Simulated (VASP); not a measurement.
# C (Im-3m) in VASP: notebook, part 2 of 2

VASP 6.6.1. The steps go on from the part before.

**3. Single point, RPBE (volume scaled by 1.04)**

The input, INCAR:

```
PREC = Accurate ; ENCUT = 520
EDIFF = 1E-6 ; ISMEAR = -1
SIGMA = 0.1 ; LREAL = False
LASPH = True ; NELM = 60
ALGO = Normal ; ISIF = 2
LWAVE = False ; LCHARG = True
GGA = RP ; LELF = True
LVHAR = True ; NBANDS = 8
```

The input, KPOINTS:

```
regular mesh
0
Gamma
  21 21 21
```

The input, POSCAR:

```
C
1.0
   -1.2109395770      1.2109395770      1.2109395770
    1.2109395770     -1.2109395770      1.2109395770
    1.2109395770      1.2109395770     -1.2109395770
C
1
Direct
    0.0000000000      0.0000000000      0.0000000000
```

Potentials or basis: VASP PAW PBE potentials, release 64 (C).

Run with:

```console
$ cat potpaw_PBE.64/C/POTCAR > POTCAR
$ mpirun -np 1 vasp_std > vasp.out
```

OUTCAR:

```text
PREC = Accurate
   ENCUT = 520
   EDIFF = 1E-6
   ISMEAR = -1
   LREAL = False
   LASPH = True
   NELM = 60
   ISIF = 2
   GGA = RP

 ion  position               nearest neighbor table
   1  0.000  0.000  0.000-

  LATTYP: Found a body centered cubic cell.
 ALAT       =     2.4218791540

  Lattice vectors:

 A1 = (  -1.2109395770,   1.2109395770,   1.2109395770)
 A2 = (   1.2109395770,  -1.2109395770,   1.2109395770)
 A3 = (   1.2109395770,   1.2109395770,  -1.2109395770)

Analysis of symmetry for initial positions (statically):
=====================================================================
 Subroutine PRICEL returns:
 Original cell was already a primitive cell.

 Routine SETGRP: Setting up the symmetry group for a
 body centered cubic supercell.

 Subroutine GETGRP returns: Found 48 space group operations
 (whereof 48 operations were pure point group operations)
 out of a pool of 48 trial point group operations.

The static configuration has the point symmetry O_h .

Analysis of symmetry for dynamics (positions and initial velocities):
=====================================================================
 Subroutine PRICEL returns:
 Original cell was already a primitive cell.

 Routine SETGRP: Setting up the symmetry group for a
 body centered cubic supercell.

 Subroutine GETGRP returns: Found 48 space group operations
 (whereof 48 operations were pure point group operations)
 out of a pool of 48 trial point group operations.

The dynamic configuration has the point symmetry O_h .

 Subroutine INISYM returns: Found 48 space group operations
 (whereof 48 operations are pure point group operations),
 and found     1 'primitive' translations

----------------------------------------------------------------------------------------

                                     Primitive cell

  volume of cell :       7.1028

  direct lattice vectors                    reciprocal lattice vectors
    -1.210939577  1.210939577  1.210939577     0.000000000  0.412902518  0.412902518
     1.210939577 -1.210939577  1.210939577     0.412902518  0.000000000  0.412902518
     1.210939577  1.210939577 -1.210939577     0.412902518  0.412902518  0.000000000

  length of vectors
     2.097408872  2.097408872  2.097408872     0.583932340  0.583932340  0.583932340

  position of ions in fractional coordinates (direct lattice)
     0.000000000  0.000000000  0.000000000

  ion indices of the primitive-cell ions
   primitive index   ion index
                 1           1

----------------------------------------------------------------------------------------

 KPOINTS: regular mesh

Automatic generation of k-mesh.
 Grid dimensions read from file:
 generate k-points for:   21   21   21

 Generating k-lattice:

  Cartesian coordinates                     Fractional coordinates (reciprocal lattice)
     0.000000000  0.019662025  0.019662025     0.047619048  0.000000000  0.000000000
     0.019662025  0.000000000  0.019662025     0.000000000  0.047619048  0.000000000
     0.019662025  0.019662025  0.000000000     0.000000000  0.000000000  0.047619048

  Length of vectors
     0.027806302  0.027806302  0.027806302

  Shift w.r.t. Gamma in fractional coordinates (k-lattice)
     0.000000000  0.000000000  0.000000000

 Subroutine IBZKPT returns following result:
 ===========================================

 Found    286 irreducible k-points:

 Following reciprocal coordinates:
            Coordinates               Weight
  0.000000  0.000000  0.000000      1.000000
  0.047619  0.000000  0.000000     12.000000
  0.095238  0.000000  0.000000     12.000000
  0.142857  0.000000  0.000000     12.000000
  0.190476  0.000000  0.000000     12.000000
  0.238095  0.000000  0.000000     12.000000
[... 16 lines left out ...]
  0.142857  0.095238  0.000000     48.000000
  0.190476  0.095238  0.000000     48.000000
 [... further k-points ...]
   k-points           NKPTS =    286   k-points in BZ     NKDIM =    286   number of bands    NBANDS=      8
   number of dos      NEDOS =    301   number of ions     NIONS =      1
   total plane-waves  NPLWV =   4096
   dimension x,y,z NGX =    16 NGY =   16 NGZ =   16
   dimension x,y,z NGXF=    32 NGYF=   32 NGZF=   32
   ions per type =               1
   NGX,Y,Z   is equivalent  to a cutoff of  12.68, 12.68, 12.68 a.u.
   NGXF,Y,Z  is equivalent  to a cutoff of  25.36, 25.36, 25.36 a.u.
 SYSTEM =  unknown system
   PREC   = accura    normal or accurate (medium, high low for compatibility)
   ISTART =      0    job   : 0-new  1-cont  2-samecut
   ICHARG =      2    charge: 1-file 2-atom 10-const
   ISPIN  =      1    spin polarized calculation?
   LNONCOLLINEAR =      F non collinear calculations
   LSORBIT =      F    spin-orbit coupling
   LASPH  =      T    aspherical Exc in radial PAW
   ENCUT  =  520.0 eV  38.22 Ry    6.18 a.u.   3.90  3.90  3.90*2*pi/ulx,y,z
   NELM   =     60;   NELMIN=  2; NELMDL= -5     # of ELM steps
   EDIFF  = 0.1E-05   stopping-criterion for ELM
   LREAL  =      F    real-space projection
   EDIFFG = 0.1E-04   stopping-criterion for IOM
   NSW    =      0    number of steps for IOM
   IBRION =     -1    ionic relax: 0-MD 1-quasi-New 2-CG
   NFREE  =      0    steps in history (QN), initial steepest desc. (CG)
   ISIF   =      2    stress and relaxation
   ISYM   =      2    0-nonsym 1-usesym 2-fastsym
   POTIM  = 0.5000    time-step for ionic-motion
   TEBEG  =    0.0;   TEEND  =   0.0 temperature during run
   PSTRESS=    0.0 pullay stress
   NELECT =       4.0000    total number of electrons
   NUPDOWN=      -1.0000    fix difference up-down
   EMIN   =  10.00;   EMAX   =-10.00  energy-range for DOS
   EFERMI =   0.00;   METHOD = LEGACY
   ISMEAR =    -1;   SIGMA  =   0.10  broadening in eV -4-tet -1-fermi 0-gaus
   EFERMI_NEDOS =   21; number of points for ismear=-14 and -15
   IALGO  =     38    algorithm
   IMIX   =      4    mixing-type and parameters
     AMIX     =   0.40;   BMIX     =  1.00
     AMIX_MAG =   1.60;   BMIX_MAG =  1.00
  volume/ion in A,a.u.               =       7.10        47.93
  Fermi-wavevector in a.u.,A,eV,Ry     =   1.351924  2.554766 24.867357  1.827699
  Thomas-Fermi vector in A             =   2.479306
   LORBIT       =      0    0 simple, 1 ext, 2 COOP (PROOUT), +10 PAW based schemes
   GGA     = RP    functional components
   LHFCALC =     F    Hartree Fock is set to
   AEXX    =    0.0000 exact exchange contribution
   IVDW    =     0    specifies the selected vdW correction
   LEPSILON=     F    determine dielectric tensor
   LRPA    =     F    only Hartree local field effects (RPA)
 non-spin polarized calculation
  energy-cutoff  :      520.00
  volume of cell :        7.10
 maximum number of plane-waves:       202
   NGX =  7   NGY =  7   NGZ =  7

 number of electron       4.0000000 magnetization

 Free energy of the ion-electron system (eV)
  ---------------------------------------------------
  ext. energy  EPLUGINS =         0.00000000
  ---------------------------------------------------
  free energy    TOTEN  =        -4.46211818 eV

  energy without entropy =       -4.44910414  energy(sigma->0) =       -4.45561116

 E-fermi :   7.7667     XC(G=0): -12.8019

 val. band max:        7.7609662177   @ k =   0.2857   0.0476   0.0000
 cond. band min:       7.7841944081   @ k =  -0.3333   0.3810   0.2857
 fundamental gap:      0.0232281904
 Fermi energy:         7.7666633101

 k-point     1 :       0.0000    0.0000    0.0000
  band No.  band energies     occupation
      1     -11.1042      2.00000
      2      16.3698      0.00000
      3      16.3698      0.00000
      4      16.3698      0.00000
      5      39.9712      0.00000
      6      39.9712      0.00000
      7      39.9712      0.00000
      8      41.0258      0.00000

 k-point     2 :       0.0476    0.0000    0.0000
  band No.  band energies     occupation
      1     -11.0064      2.00000
      2      16.1291      0.00000
      3      16.2369      0.00000
      4      16.3438      0.00000
      5      39.2499      0.00000
      6      39.2563      0.00000
      7      40.3111      0.00000
      8      41.0511      0.00000
[... 221 lines left out ...]
 k-point    23 :       0.1429    0.0952    0.0000
  band No.  band energies     occupation
      1      -9.2539      2.00000
      2      12.4644      0.00000
      3      14.2376      0.00000
      4      15.5546      0.00000
      5      32.9655      0.00000
      6      34.1134      0.00000
      7      40.5988      0.00000
      8      41.2830      0.00000

 k-point    24 :       0.1905    0.0952    0.0000
  band No.  band energies     occupation
      1      -8.3827      2.00000
      2      10.8230      0.00000
      3      13.3997      0.00000
      4      15.3036      0.00000
      5      31.7737      0.00000
      6      33.1813      0.00000
      7      40.3580      0.00000
      8      41.7606      0.00000

 [... further k-points ...]
[... 5 lines left out ...]
  --------------------------------------------------------------------------------------
  -------------------------------------------------------------------------------------
  Total       -0.2843493     -0.2843493     -0.2843493      0.0000000      0.0000000      0.0000000
  in kB      -64.1409532    -64.1409532    -64.1409532      0.0000000      0.0000000      0.0000000
  external PRESSURE =     -64.1409532 kB  Pullay stress =       0.0000000 kB

 VOLUME and BASIS-vectors are now :
 -----------------------------------------------------------------------------
  energy-cutoff  :      520.00
  volume of cell :        7.10
      direct lattice vectors                 reciprocal lattice vectors
    -1.210939577  1.210939577  1.210939577     0.000000000  0.412902518  0.412902518
     1.210939577 -1.210939577  1.210939577     0.412902518  0.000000000  0.412902518
     1.210939577  1.210939577 -1.210939577     0.412902518  0.412902518  0.000000000

 POSITION                                       TOTAL-FORCE (eV/Angst)
 -----------------------------------------------------------------------------------
      0.00000      0.00000      0.00000         0.000000      0.000000      0.000000
 -----------------------------------------------------------------------------------
    total drift:                               -0.000000      0.000000      0.000000

  FREE ENERGIE OF THE ION-ELECTRON SYSTEM (eV)
  ---------------------------------------------------
  free  energy   TOTEN  =        -4.4621181825 eV

  energy  without entropy=       -4.4491041357  energy(sigma->0) =       -4.45561116
```

OSZICAR:

```text
N       E                     dE             d eps       ncg     rms          rms(c)
DAV:   1    -0.281060846955E+01   -0.28106E+01   -0.24406E+03  5032   0.488E+02
DAV:   2    -0.445427315694E+01   -0.16437E+01   -0.15397E+01  6128   0.285E+01
DAV:   3    -0.445990613061E+01   -0.56330E-02   -0.56233E-02  5128   0.179E+00
DAV:   4    -0.445990747330E+01   -0.13427E-05   -0.13422E-05  6472   0.275E-02
DAV:   5    -0.445990747358E+01   -0.27279E-09   -0.12715E-09  5224   0.169E-04    0.103E+00
DAV:   6    -0.446085600631E+01   -0.94853E-03   -0.18298E-03  5056   0.261E-01    0.595E-01
DAV:   7    -0.446206843624E+01   -0.12124E-02   -0.30866E-03  5464   0.350E-01    0.440E-02
DAV:   8    -0.446211827937E+01   -0.49843E-04   -0.62247E-05  5464   0.629E-02    0.512E-03
DAV:   9    -0.446211818246E+01    0.96916E-07   -0.20029E-07  3936   0.386E-03
   1 F= -.44621182E+01 E0= -.44556112E+01  d E =-.130140E-01
```

stdout:

```text
POSCAR found type information on POSCAR C
 POSCAR found :  1 types and       1 ions
 scaLAPACK will be used
 -----------------------------------------------------------------------------
|                                                                             |
|                                                                             |
|     You enforced a specific xc type in the INCAR file but a different       |
|     I HOPE YOU KNOW WHAT YOU ARE DOING!                                     |
|                                                                             |
 -----------------------------------------------------------------------------

 LDA part: xc-table for (Slater+PW92), standard interpolation
 POSCAR, INCAR and KPOINTS ok, starting setup
 FFT: planning ... GRIDC
 FFT: planning ... GRID_SOFT
 FFT: planning ... GRID
 WAVECAR not read
 entering main loop
```

Run time: 4 s. Hardware: 1 thread of Intel Xeon Platinum 8559C (Emerald Rapids), shared host; peak memory 0.11 GiB.

Results:

- Free energy: -4.4621 eV
- Pressure: -6.4 GPa
- Band gap on the k mesh: zero (band 2 reaches 16.37 eV, above the bottom of band 3 at 3.11 eV)

Caveat: the PAW data sets were made with another functional, which shifts forces and pressure a little.

**4. Single point, RPBE (volume scaled by 1.08)**

The input, INCAR:

```
  ALGO = Normal
  EDIFF = 1E-6
  ENCUT = 520
  GGA = RP
  ISIF = 2
  ISMEAR = -1
  LASPH = T
  LCHARG = T
  LELF = T
  LREAL = F
  LVHAR = T
  LWAVE = F
  NBANDS = 8
  NELM = 80
  PREC = Accurate
  SIGMA = 0.1
```

The input, KPOINTS:

```
k-points
0
Gamma
  21 21 21
```

The input, POSCAR:

```
C
1.0
   -1.2262695535      1.2262695535      1.2262695535
    1.2262695535     -1.2262695535      1.2262695535
    1.2262695535      1.2262695535     -1.2262695535
C
1
Direct
    0.0000000000      0.0000000000      0.0000000000
```

Potentials or basis: VASP PAW PBE potentials, release 64 (C).

Run with:

```console
$ cat potpaw_PBE.64/C/POTCAR > POTCAR
$ mpirun -np 1 vasp_std > vasp.out
```

OUTCAR:

```text
EDIFF = 1E-6
   ENCUT = 520
   GGA = RP
   ISIF = 2
   ISMEAR = -1
   LASPH = T
   LREAL = F
   NELM = 80
   PREC = Accurate

 ion  position               nearest neighbor table
   1  0.000  0.000  0.000-

  LATTYP: Found a body centered cubic cell.
 ALAT       =     2.4525391070

  Lattice vectors:

 A1 = (  -1.2262695535,   1.2262695535,   1.2262695535)
 A2 = (   1.2262695535,  -1.2262695535,   1.2262695535)
 A3 = (   1.2262695535,   1.2262695535,  -1.2262695535)

[... 432 lines left out ...]
  band No.  band energies     occupation
      1      -8.4643      2.00000
      2      10.1731      0.00000
      3      12.7244      0.00000
      4      14.5413      0.00000
      5      30.8581      0.00000
      6      32.2802      0.00000
      7      38.9712      0.00000
      8      40.5024      0.00000

 [... further k-points ...]
[... 5 lines left out ...]
  --------------------------------------------------------------------------------------
  -------------------------------------------------------------------------------------
  Total       -0.5103582     -0.5103582     -0.5103582      0.0000000      0.0000000      0.0000000
  in kB     -110.8582116   -110.8582116   -110.8582116      0.0000000      0.0000000      0.0000000
  external PRESSURE =    -110.8582116 kB  Pullay stress =       0.0000000 kB

 VOLUME and BASIS-vectors are now :
 -----------------------------------------------------------------------------
  energy-cutoff  :      520.00
  volume of cell :        7.38
      direct lattice vectors                 reciprocal lattice vectors
    -1.226269554  1.226269554  1.226269554     0.000000000  0.407740695  0.407740695
     1.226269554 -1.226269554  1.226269554     0.407740695  0.000000000  0.407740695
     1.226269554  1.226269554 -1.226269554     0.407740695  0.407740695  0.000000000

 POSITION                                       TOTAL-FORCE (eV/Angst)
 -----------------------------------------------------------------------------------
      0.00000      0.00000      0.00000        -0.000000      0.000000     -0.000000
 -----------------------------------------------------------------------------------
    total drift:                               -0.000000     -0.000000     -0.000000

  FREE ENERGIE OF THE ION-ELECTRON SYSTEM (eV)
  ---------------------------------------------------
  free  energy   TOTEN  =        -4.4472876087 eV

  energy  without entropy=       -4.4333817299  energy(sigma->0) =       -4.44033467
```

OSZICAR:

```text
N       E                     dE             d eps       ncg     rms          rms(c)
DAV:   1    -0.280627755571E+01   -0.28063E+01   -0.23634E+03  4992   0.480E+02
DAV:   2    -0.444092924843E+01   -0.16347E+01   -0.15427E+01  6096   0.284E+01
DAV:   3    -0.444630896474E+01   -0.53797E-02   -0.53731E-02  5104   0.176E+00
DAV:   4    -0.444631040177E+01   -0.14370E-05   -0.14377E-05  6440   0.274E-02
DAV:   5    -0.444631040185E+01   -0.86317E-10   -0.23914E-09  5248   0.202E-04    0.994E-01
DAV:   6    -0.444638978816E+01   -0.79386E-04   -0.23197E-03  5000   0.287E-01    0.565E-01
DAV:   7    -0.444722429135E+01   -0.83450E-03   -0.36172E-03  5280   0.371E-01    0.465E-02
DAV:   8    -0.444728772000E+01   -0.63429E-04   -0.72855E-05  5384   0.689E-02    0.552E-03
DAV:   9    -0.444728760872E+01    0.11128E-06   -0.19294E-07  4088   0.382E-03
   1 F= -.44472876E+01 E0= -.44403347E+01  d E =-.139059E-01
```

stdout:

```text
POSCAR found type information on POSCAR C
 POSCAR found :  1 types and       1 ions
 scaLAPACK will be used
 -----------------------------------------------------------------------------
|                                                                             |
|                                                                             |
|     You enforced a specific xc type in the INCAR file but a different       |
|     I HOPE YOU KNOW WHAT YOU ARE DOING!                                     |
|                                                                             |
 -----------------------------------------------------------------------------

 LDA part: xc-table for (Slater+PW92), standard interpolation
 POSCAR, INCAR and KPOINTS ok, starting setup
 FFT: planning ... GRIDC
 FFT: planning ... GRID_SOFT
 FFT: planning ... GRID
 WAVECAR not read
 entering main loop
```

Run time: 4.1 s. Hardware: 1 thread of Intel Xeon Platinum 8559C (Emerald Rapids), shared host; peak memory 0.12 GiB.

What came out:

| Item | Value |
| --- | --- |
| Free energy | -4.4473 eV |
| Pressure | -11.1 GPa |
| Band gap on the k mesh | zero (band 2 reaches 15.55 eV, above the bottom of band 3 at 2.85 eV) |

Caveat: the PAW data sets were made with another functional, which shifts forces and pressure a little.

**5. The runs side by side**

```csv
cell,gap on the mesh (eV),pressure (GPa)
"a = 2.070 Å, angles 109.5°, 1 atom",none,-0.4
"a = 2.097 Å, angles 109.5°, 1 atom",none,-6.4
"a = 2.124 Å, angles 109.5°, 1 atom",none,-11.1
```

Alike in all rows: task single point; level RPBE; potentials or basis VASP PAW PBE potentials, release 64 (C); no spin polarisation; k mesh 21 × 21 × 21; cutoff (eV) 520; smearing fermi-dirac 0.1 eV.

Caveats: the PAW data sets were made with another functional, which shifts forces and pressure a little.

Total energies depend on the potentials used, so only differences within one code and one set of settings carry meaning.
